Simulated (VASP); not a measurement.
## Sr: single point with r2SCAN

Crystal: Sr.

```xyz
1
Lattice="0.0000 3.0521 3.0521 3.0521 0.0000 3.0521 3.0521 3.0521 0.0000" Properties=species:S:1:pos:R:3 pbc="T T T"
Sr    0.0000    0.0000    0.0000
```

```
Program                : VASP 6.6.1
Task                   : single point
Functional             : r2SCAN
Potentials or basis    : VASP PAW PBE potentials, release 64 (Sr_sv)
Cutoff                 : 520 eV
k mesh                 : 6 × 6 × 6
Occupations            : fermi-dirac, width 0.1 eV
Spin                   : no spin polarisation
Dipole correction      : no
Further INCAR settings : ALGO = Normal; EDIFF = 1e-06; NBANDS = 11
```

* Pressure: 0.0 GPa
* Band gap on the k mesh: zero (band 5 reaches 1.49 eV, above the bottom of band 6 at 1.42 eV)

Levels at points of the mesh, in eV from the Fermi level:
```tsv
k point	band 1	band 2	band 3	band 4	band 5	band 6	band 7	band 8	band 9	band 10
(0.00, 0.00, 0.00)	-38.09	-19.35	-19.35	-19.35	-3.79	2.66	2.66	2.66	4.16	4.16
(0.50, 0.00, 0.00)	-38.08	-19.53	-19.38	-19.38	-1.05	-0.08	2.47	2.47	5.20	5.20
(0.50, 0.50, 0.00)	-38.07	-19.52	-19.42	-19.42	-0.57	0.51	0.97	5.20	5.51	5.51
```

Run time: 24 s on 1 thread of Intel(R) Xeon(R) Platinum 8375C CPU @ 2.90GHz (Ice Lake) (shared host), peak memory 0.18 GiB.

Caveat: the PAW data sets were made with another functional, which shifts forces and pressure a little.
